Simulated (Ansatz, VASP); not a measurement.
C: VASP beside Ansatz

```
C
1.0
     2.46565    0.00000    0.00000
    -1.23283    2.13532    0.00000
     0.00000    0.00000   17.50007
C
4
Direct
  0.66667 0.33333 0.25714
  0.33333 0.66667 0.25714
  0.66667 0.33333 0.44057
  0.00000 0.00000 0.44057
```

Alike in both runs: task single point; functional PBE; dispersion D3(BJ); k mesh 15 × 15 × 1; occupations gaussian, width 0.1 eV; no spin polarisation.

```csv
,VASP,Ansatz
version,VASP 6.6.1,Ansatz 0.2.0
potentials or method,"VASP PAW PBE potentials, release 64 (C), cutoff 520 eV","scalar-relativistic, plane waves, PAW"
valence electrons in the cell,16,16
```

```csv
,VASP,Ansatz,Ansatz less VASP
gap on the k mesh at the Fermi level (eV),none,none,-
least direct gap on the mesh (eV),0.00,0.00,-0.004
rms of the force components (eV/Å),0.025,0.025,-0.0003
```

Atom by atom the forces differ by 0.000 eV/Å (rms over components). A gap of «none» marks a metal or a gap that the smearing closes.

A gap of «none» marks a metal or a gap under the smearing width.
